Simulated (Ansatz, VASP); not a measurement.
**Two plane-wave programs on CoIr2**

```
Co Ir
1.0
     0.00000    3.33764    3.33764
     3.33764    0.00000    3.33764
     3.33764    3.33764    0.00000
Co Ir
2 4
Direct
  0.00000 0.00000 0.00000
  0.25000 0.25000 0.25000
  0.62500 0.62500 0.62500
  0.12500 0.62500 0.62500
  0.62500 0.62500 0.12500
  0.62500 0.12500 0.62500
```

Alike in both runs: task relaxation of cell and atoms; functional PBE; k mesh 4 × 4 × 4; occupations gaussian, width 0.1 eV; collinear spin.

```csv
,VASP,Ansatz
version,VASP 6.6.1,Ansatz 0.2.0
potentials or method,"VASP PAW PBE potentials, release 64 (Co, Ir), cutoff 600 eV","scalar-relativistic, plane waves, PAW"
valence electrons in the cell,54,102
```

Ansatz gave:

```
gap on the k mesh at the Fermi level, each at its own relaxed structure (eV) : none
net moment per atom (μB)                                                     : 1.04
size of the moment on the site where the two differ most (μB)                : 2.21
relaxed volume (Å³/atom)                                                     : 15.60
relaxed length of the cell vector where the two differ most in proportion (Å)              : 5.097
```

**Question.** Which values does VASP return?

**Answer.** gap on the k mesh at the Fermi level, each at its own relaxed structure (eV): none; net moment per atom (μB): 1.05; size of the moment on the site where the two differ most (μB): 2.17; relaxed volume (Å³/atom): 15.63; relaxed length of the cell vector where the two differ most in proportion (Å): 5.099.

Site moments also hang on the region over which each program counts them. A gap of «none» marks a metal or a gap that the smearing closes. VASP's potentials hold 54 valence electrons a cell and Ansatz's 102, so a difference there can come from the potentials and not from the codes.

The k mesh is coarse, so the values compare programs but aren't converged. Spin-orbit coupling is off throughout. Noted on VASP's run: the volume moved by over 15 % at a fixed basis, so the end points are rough.
